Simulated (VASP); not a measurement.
# MoS2 (R3m) in VASP: further runs

The runs below take MoS2 through single point, with PBEsol.

Program: VASP 6.6.1. These are calculated values, not measurements. Logs are shortened: lines on timing, memory, paths and dates and some standing lists are left out, and cuts for length are marked.

## Step 1: The cell of the first run

Symmetry: R3m, No. 160, trigonal system. The conventional cell has a = 3.068 Å, b = 3.068 Å, c = 18.370 Å, α = 90.00°, β = 90.00°, γ = 120.00°. Mo (site symmetry 3m) has 6 S at 2.32 Å and 6 Mo at 3.07 Å within 3.1 Å. S (site symmetry 3m) has 3 Mo at 2.32 Å and 7 S at 3.00 to 3.07 Å within 3.1 Å. S (site symmetry 3m) has 3 Mo at 2.32 Å and 7 S at 3.00 to 3.07 Å within 3.1 Å.

## Step 2: Single point, PBEsol (equal xx and yy strain of -3 %)

INCAR reads:

```
PREC     = Accurate       # precision mode
ENCUT    = 520            # plane-wave cutoff, eV
EDIFF    = 1E-7           # SCF threshold, eV
ISMEAR   = -1             # smearing method
SIGMA    = 0.05           # smearing width, eV
LREAL    = False          # projectors in reciprocal space
LASPH    = True           # aspherical terms in the spheres
NELM     = 100            # most SCF steps
ALGO     = Normal         # electronic algorithm
ISIF     = 2              # what is computed and relaxed
LWAVE    = False          # write WAVECAR
LCHARG   = False          # write CHGCAR
GGA      = PS             # functional
NBANDS   = 20             # bands
```

KPOINTS reads:

```
regular mesh
0
Gamma
  13 13 13
```

POSCAR reads:

```
MoS2
1.0
    1.5340553461      0.8856872670      6.1233300000
   -1.5340553461      0.8856872670      6.1233300000
    0.0000000000     -1.7713745340      6.1233300000
Mo S
1 2
Direct
    0.0000000000      0.0000000000      0.0000000000
    0.7484000000      0.7484000000      0.7484000000
    0.5849000000      0.5849000000      0.5849000000
```

Potentials or basis: VASP PAW PBE potentials, release 64 (Mo_sv, S).

Run with:

```
$ cat potpaw_PBE.64/Mo_sv/POTCAR potpaw_PBE.64/S/POTCAR > POTCAR
$ mpirun -np 1 vasp_std > vasp.out
```

OUTCAR:

```text
PREC = Accurate
   ENCUT = 520
   EDIFF = 1E-7
   ISMEAR = -1
   LREAL = False
   LASPH = True
   NELM = 100
   ISIF = 2
   GGA = PS

 ion  position               nearest neighbor table
   1  0.000  0.000  0.000-   2 2.32   2 2.32   2 2.32   3 2.32   3 2.32   3 2.32
   2  0.748  0.748  0.748-   1 2.32   1 2.32   1 2.32
   3  0.585  0.585  0.585-   1 2.32   1 2.32   1 2.32

  LATTYP: Found a trigonal (rhomboedric) cell.
 ALAT       =     6.3743970718
 COS(alpha) =     0.8841665940

  Lattice vectors:

 A1 = (   1.5340553461,   0.8856872670,   6.1233300000)
 A2 = (  -1.5340553461,   0.8856872670,   6.1233300000)
 A3 = (   0.0000000000,  -1.7713745340,   6.1233300000)

Analysis of symmetry for initial positions (statically):
=====================================================================
 Subroutine PRICEL returns:
 Original cell was already a primitive cell.

 Routine SETGRP: Setting up the symmetry group for a
 trigonal (rhombohedral) supercell.

 Subroutine GETGRP returns: Found  6 space group operations
 (whereof  6 operations were pure point group operations)
 out of a pool of 12 trial point group operations.

The static configuration has the point symmetry C_3v.

Analysis of symmetry for dynamics (positions and initial velocities):
=====================================================================
 Subroutine PRICEL returns:
 Original cell was already a primitive cell.

 Routine SETGRP: Setting up the symmetry group for a
 trigonal (rhombohedral) supercell.

 Subroutine GETGRP returns: Found  6 space group operations
 (whereof  6 operations were pure point group operations)
 out of a pool of 12 trial point group operations.

The dynamic configuration has the point symmetry C_3v.

 Subroutine INISYM returns: Found  6 space group operations
 (whereof  6 operations are pure point group operations),
 and found     1 'primitive' translations

----------------------------------------------------------------------------------------

                                     Primitive cell

  volume of cell :      49.9184

  direct lattice vectors                    reciprocal lattice vectors
     1.534055346  0.885687267  6.123330000     0.325933482  0.188177783  0.054436611
    -1.534055346  0.885687267  6.123330000    -0.325933482  0.188177783  0.054436611
     0.000000000 -1.771374534  6.123330000     0.000000000 -0.376355567  0.054436611

  length of vectors
     6.374397072  6.374397072  6.374397072     0.380272083  0.380272083  0.380272083

  position of ions in fractional coordinates (direct lattice)
     0.000000000  0.000000000  0.000000000
     0.748400000  0.748400000  0.748400000
     0.584900000  0.584900000  0.584900000

  ion indices of the primitive-cell ions
   primitive index   ion index
                 1           1
                 2           2
                 3           3

----------------------------------------------------------------------------------------

 KPOINTS: regular mesh

Automatic generation of k-mesh.
 Grid dimensions read from file:
 generate k-points for:   13   13   13

 Generating k-lattice:

  Cartesian coordinates                     Fractional coordinates (reciprocal lattice)
     0.025071806  0.014475214  0.004187432     0.076923077  0.000000000 -0.000000000
    -0.025071806  0.014475214  0.004187432     0.000000000  0.076923077 -0.000000000
     0.000000000 -0.028950428  0.004187432    -0.000000000 -0.000000000  0.076923077

  Length of vectors
     0.029251699  0.029251699  0.029251699

  Shift w.r.t. Gamma in fractional coordinates (k-lattice)
     0.000000000  0.000000000  0.000000000

 Subroutine IBZKPT returns following result:
 ===========================================

 Found    231 irreducible k-points:

 Following reciprocal coordinates:
            Coordinates               Weight
  0.000000  0.000000  0.000000      1.000000
  0.076923  0.000000  0.000000      6.000000
  0.153846 -0.000000  0.000000      6.000000
  0.230769  0.000000  0.000000      6.000000
  0.307692 -0.000000  0.000000      6.000000
  0.384615 -0.000000 -0.000000      6.000000
[... 16 lines left out ...]
  0.384615  0.153846 -0.000000     12.000000
  0.461538  0.153846  0.000000     12.000000
 [... further k-points ...]
   k-points           NKPTS =    231   k-points in BZ     NKDIM =    231   number of bands    NBANDS=     20
   number of dos      NEDOS =    301   number of ions     NIONS =      3
   total plane-waves  NPLWV = 110592
   dimension x,y,z NGX =    48 NGY =   48 NGZ =   48
   dimension x,y,z NGXF=    96 NGYF=   96 NGZF=   96
   ions per type =               1   2
   NGX,Y,Z   is equivalent  to a cutoff of  12.52, 12.52, 12.52 a.u.
   NGXF,Y,Z  is equivalent  to a cutoff of  25.04, 25.04, 25.04 a.u.
 SYSTEM =  unknown system
   PREC   = accura    normal or accurate (medium, high low for compatibility)
   ISTART =      0    job   : 0-new  1-cont  2-samecut
   ICHARG =      2    charge: 1-file 2-atom 10-const
   ISPIN  =      1    spin polarized calculation?
   LNONCOLLINEAR =      F non collinear calculations
   LSORBIT =      F    spin-orbit coupling
   LASPH  =      T    aspherical Exc in radial PAW
   ENCUT  =  520.0 eV  38.22 Ry    6.18 a.u.  11.85 11.85 11.85*2*pi/ulx,y,z
   NELM   =    100;   NELMIN=  2; NELMDL= -5     # of ELM steps
   EDIFF  = 0.1E-06   stopping-criterion for ELM
   LREAL  =      F    real-space projection
   EDIFFG = 0.1E-05   stopping-criterion for IOM
   NSW    =      0    number of steps for IOM
   IBRION =     -1    ionic relax: 0-MD 1-quasi-New 2-CG
   NFREE  =      0    steps in history (QN), initial steepest desc. (CG)
   ISIF   =      2    stress and relaxation
   ISYM   =      2    0-nonsym 1-usesym 2-fastsym
   POTIM  = 0.5000    time-step for ionic-motion
   TEBEG  =    0.0;   TEEND  =   0.0 temperature during run
   PSTRESS=    0.0 pullay stress
   NELECT =      26.0000    total number of electrons
   NUPDOWN=      -1.0000    fix difference up-down
   EMIN   =  10.00;   EMAX   =-10.00  energy-range for DOS
   EFERMI =   0.00;   METHOD = LEGACY
   ISMEAR =    -1;   SIGMA  =   0.05  broadening in eV -4-tet -1-fermi 0-gaus
   EFERMI_NEDOS =   21; number of points for ismear=-14 and -15
   IALGO  =     38    algorithm
   IMIX   =      4    mixing-type and parameters
     AMIX     =   0.40;   BMIX     =  1.00
     AMIX_MAG =   1.60;   BMIX_MAG =  1.00
  volume/ion in A,a.u.               =      16.64       112.29
  Fermi-wavevector in a.u.,A,eV,Ry     =   1.317182  2.489113 23.605683  1.734969
  Thomas-Fermi vector in A             =   2.447241
   LORBIT       =      0    0 simple, 1 ext, 2 COOP (PROOUT), +10 PAW based schemes
   GGA     = PS    functional components
   LHFCALC =     F    Hartree Fock is set to
   AEXX    =    0.0000 exact exchange contribution
   IVDW    =     0    specifies the selected vdW correction
   LEPSILON=     F    determine dielectric tensor
   LRPA    =     F    only Hartree local field effects (RPA)
 non-spin polarized calculation
  energy-cutoff  :      520.00
  volume of cell :       49.92
 maximum number of plane-waves:      1367
   NGX = 23   NGY = 23   NGZ = 23

 number of electron      26.0000001 magnetization

 Free energy of the ion-electron system (eV)
  ---------------------------------------------------
  ext. energy  EPLUGINS =         0.00000000
  ---------------------------------------------------
  free energy    TOTEN  =       -23.24530166 eV

  energy without entropy =      -23.24530123  energy(sigma->0) =      -23.24530145

 E-fermi :   8.8245     XC(G=0): -11.2684

 val. band max:        8.3730172261   @ k =   0.4615   0.4615   0.4615
 cond. band min:       9.3951086920   @ k =  -0.2308   0.1538   0.0000
 fundamental gap:      1.0220914659
 Fermi energy:         8.8245325905

 k-point     1 :       0.0000    0.0000    0.0000
  band No.  band energies     occupation
      1     -52.9943      2.00000
      2     -27.3003      2.00000
      3     -26.9403      2.00000
      4     -26.9403      2.00000
      5      -7.2334      2.00000
      6      -5.2892      2.00000
[... 12 lines left out ...]
     19      16.7318      0.00000
     20      16.9094      0.00000

 k-point     2 :       0.0769    0.0000    0.0000
  band No.  band energies     occupation
      1     -52.9906      2.00000
      2     -27.2933      2.00000
      3     -26.9745      2.00000
      4     -26.9478      2.00000
      5      -7.1261      2.00000
      6      -5.2607      2.00000
[... 12 lines left out ...]
     19      16.8128      0.00000
     20      17.3274      0.00000

 k-point     3 :       0.1538   -0.0000    0.0000
  band No.  band energies     occupation
      1     -52.9805      2.00000
      2     -27.2739      2.00000
      3     -27.0684      2.00000
      4     -26.9688      2.00000
      5      -6.8180      2.00000
      6      -5.1788      2.00000
[... 12 lines left out ...]
     19      16.9280      0.00000
     20      17.7910      0.00000

 k-point     4 :       0.2308    0.0000    0.0000
  band No.  band energies     occupation
      1     -52.9661      2.00000
      2     -27.2465      2.00000
      3     -27.1986      2.00000
      4     -26.9981      2.00000
      5      -6.3505      2.00000
      6      -5.0549      2.00000
[... 12 lines left out ...]
     19      16.9591      0.00000
     20      17.7882      0.00000

 k-point     5 :       0.3077   -0.0000    0.0000
  band No.  band energies     occupation
      1     -52.9509      2.00000
      2     -27.3341      2.00000
      3     -27.2172      2.00000
      4     -27.0290      2.00000
      5      -5.7957      2.00000
      6      -4.9107      2.00000
[... 12 lines left out ...]
     19      16.2276      0.00000
     20      16.7574      0.00000
[... 353 lines left out ...]
      6      -5.1351      2.00000
[... 12 lines left out ...]
     19      17.1851      0.00000
     20      17.4183      0.00000

 k-point    22 :       0.3077    0.1538    0.0000
  band No.  band energies     occupation
      1     -52.9588      2.00000
      2     -27.2441      2.00000
      3     -27.2324      2.00000
      4     -27.0342      2.00000
      5      -6.0686      2.00000
      6      -5.0183      2.00000
[... 12 lines left out ...]
     19      17.1261      0.00000
     20      17.7099      0.00000

 k-point    23 :       0.3846    0.1538   -0.0000
  band No.  band energies     occupation
      1     -52.9452      2.00000
      2     -27.3439      2.00000
      3     -27.2064      2.00000
      4     -27.0820      2.00000
      5      -5.5515      2.00000
      6      -4.8717      2.00000
[... 12 lines left out ...]
     19      16.5509      0.00000
     20      17.2577      0.00000

 k-point    24 :       0.4615    0.1538    0.0000
  band No.  band energies     occupation
      1     -52.9340      2.00000
      2     -27.4241      2.00000
      3     -27.1848      2.00000
      4     -27.1229      2.00000
      5      -5.0707      2.00000
      6      -4.7281      2.00000
[... 12 lines left out ...]
     19      16.4241      0.00000
     20      17.1437      0.00000

 [... further k-points ...]

------------------------ aborting loop because EDIFF is reached ----------------------------------------

  FORCE on cell =-STRESS in cart. coord.  units (eV):
  Direction    XX          YY          ZZ          XY          YZ          ZX
  --------------------------------------------------------------------------------------
  -------------------------------------------------------------------------------------
  Total        4.4758526      4.4758526      5.5850456      0.0000000      0.0000000      0.0000000
  in kB      143.6567436    143.6567436    179.2573461      0.0000000      0.0000000      0.0000000
  external PRESSURE =     155.5236111 kB  Pullay stress =       0.0000000 kB

 VOLUME and BASIS-vectors are now :
 -----------------------------------------------------------------------------
  energy-cutoff  :      520.00
  volume of cell :       49.92
      direct lattice vectors                 reciprocal lattice vectors
     1.534055346  0.885687267  6.123330000     0.325933482  0.188177783  0.054436611
    -1.534055346  0.885687267  6.123330000    -0.325933482  0.188177783  0.054436611
     0.000000000 -1.771374534  6.123330000     0.000000000 -0.376355567  0.054436611

 POSITION                                       TOTAL-FORCE (eV/Angst)
 -----------------------------------------------------------------------------------
      0.00000      0.00000      0.00000         0.000000      0.000000     -0.003323
      0.00000      0.00000     13.74810         0.000000      0.000000      1.810410
      0.00000      0.00000     10.74461         0.000000     -0.000000     -1.807086
 -----------------------------------------------------------------------------------
    total drift:                                0.000000      0.000000      0.000013

  FREE ENERGIE OF THE ION-ELECTRON SYSTEM (eV)
  ---------------------------------------------------
  free  energy   TOTEN  =       -23.2453016636 eV

  energy  without entropy=      -23.2453012333  energy(sigma->0) =      -23.24530145
```

Wall time 16 min (1 thread of Intel Xeon 8259CL, shared host); peak memory 0.45 GiB.

What came out:

```yaml
Free_energy: -23.2453 eV
Pressure: 15.6 GPa
Largest_force: 1.810 eV/Å
Band_gap_on_the_k_mesh: 1.02 eV (least direct gap 2.12 eV)
```

Forces on the atoms (eV/Å):
```
Mo   0.000  0.000 -0.003
S    0.000  0.000  1.810
S    0.000  0.000 -1.807
```

Stress tensor (GPa, compression positive):
```
14.37  0.00  0.00
 0.00 14.37  0.00
 0.00  0.00 17.93
```

Levels at points of the mesh, in eV from the valence-band top:
```
           k point  band 11  band 12  band 13  band 14  band 15  band 16
(0.00, 0.00, 0.00)    -2.45    -1.43    -1.39     2.29     2.29     2.84
```

Caveat: the cell differs from its parent crystal (equal xx and yy strain of -3 %); the cell stands under pressure; the PAW data sets were made with another functional, which shifts forces and pressure a little; an odd mesh through Γ misses points on the zone boundary, where band edges can lie.

## Step 3: Single point, PBEsol (equal xx and yy strain of -1 %)

INCAR reads:

```
PREC = Accurate
ENCUT = 520
EDIFF = 1E-7
ISMEAR = -1
SIGMA = 0.05
LREAL = F
LASPH = T
NELM = 100
ALGO = Normal
ISIF = 2
LWAVE = F
LCHARG = F
GGA = PS
NBANDS = 20
```

KPOINTS reads:

```
Automatic mesh
0
Gamma
  13 13 13
```

POSCAR reads:

```
MoS2
1.0
    1.5656853532      0.9039488601      6.1233300000
   -1.5656853532      0.9039488601      6.1233300000
    0.0000000000     -1.8078977203      6.1233300000
Mo S
1 2
Direct
    0.0000000000      0.0000000000      0.0000000000
    0.7484000000      0.7484000000      0.7484000000
    0.5849000000      0.5849000000      0.5849000000
```

Potentials or basis: VASP PAW PBE potentials, release 64 (Mo_sv, S).

Run with:

```
$ cat potpaw_PBE.64/Mo_sv/POTCAR potpaw_PBE.64/S/POTCAR > POTCAR
$ mpirun -np 1 vasp_std > vasp.out
```

Wall time 17 min (1 thread of Intel Xeon 8259CL, shared host); peak memory 0.47 GiB.

It converged, with:

```
Free energy            : -23.3733 eV
Pressure               : 7.6 GPa
Largest force          : 1.259 eV/Å
Band gap on the k mesh : 0.88 eV (least direct gap 1.91 eV)
```

Forces on the atoms (eV/Å):
```
Mo   0.000  0.000 -0.003
S    0.000  0.000  1.259
S    0.000  0.000 -1.256
```

Stress tensor (GPa, compression positive):
```
 5.51  0.00  0.00
 0.00  5.51  0.00
 0.00  0.00 11.89
```

Levels at points of the mesh, in eV from the valence-band top:
```csv
k point,band 11,band 12,band 13,band 14,band 15,band 16
"(0.00, 0.00, 0.00)",-2.59,-1.36,-1.26,2.03,2.03,2.56
```

Caveat: the cell differs from its parent crystal (equal xx and yy strain of -1 %); the cell stands under pressure; the PAW data sets were made with another functional, which shifts forces and pressure a little; an odd mesh through Γ misses points on the zone boundary, where band edges can lie.
